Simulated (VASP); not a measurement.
Write the native input for VASP 6.6.1 that does the following.

| Quantity | Value |
| --- | --- |
| Task | single point |
| Functional | PBE |
| Dispersion | D3(BJ) |
| Potentials or basis | VASP PAW PBE potentials, release 64 (S, W_sv) |
| Cutoff | 520 eV |
| k mesh | 9 × 9 × 1 |
| Occupations | gaussian, width 0.05 eV |
| Spin | no spin polarisation |
| Dipole correction | yes |
| Further INCAR settings | ALGO = Normal; EDIFF = 1e-06; NBANDS = 35 |

The structure of WS2 lies in POSCAR:

```
WS2
1.0
    3.1597776611      0.0000000000      0.0000000000
   -1.5798888306      2.7364477249      0.0000000000
    0.0000000000      0.0000000000     23.8035416591
S W
4 2
Direct
    0.3333333333      0.6666666667      0.1890474982
    0.3333333333      0.6666666667      0.3214551405
    0.3333333333      0.6666666667      0.4596698670
    0.3333333333      0.6666666667      0.5920775093
    0.6666666667      0.3333333333      0.2552505077
    0.6666666667      0.3333333333      0.5258728765
```

One way to write it, as run:

INCAR

```
SYSTEM = WS2
  ALGO = Normal
  DIPOL = 0.5 0.5 0.391
  EDIFF = 1E-6
  ENCUT = 520
  GGA = PE
  IDIPOL = 3
  ISIF = 2
  ISMEAR = 0
  IVDW = 12
  LASPH = .TRUE.
  LCHARG = .TRUE.
  LDIPOL = .TRUE.
  LELF = .TRUE.
  LREAL = .FALSE.
  LVACPOTAV = .TRUE.
  LVHAR = .TRUE.
  LWAVE = .FALSE.
  NBANDS = 35
  NELM = 60
  PREC = Accurate
  SIGMA = 0.05
```

KPOINTS

```
k-points
0
G
  9 9 1
  0 0 0
```

Potentials or basis: VASP PAW PBE potentials, release 64 (S, W_sv).

Command:

```sh
$ cat potpaw_PBE.64/S/POTCAR potpaw_PBE.64/W_sv/POTCAR > POTCAR
$ mpirun -np 1 vasp_std > vasp.out
```

It gave:

The largest force is 0.164 eV/Å, the band gap on the k mesh is 1.59 eV, indirect (least direct gap 1.89 eV) and the dispersion energy per atom is -0.357 eV.

Caveat: spin-orbit coupling is left out, which moves the levels of the heavy elements.

Run time: 75 s on 1 thread of Intel(R) Xeon(R) 6975P-C (Granite Rapids) (shared host), peak memory 0.34 GiB.
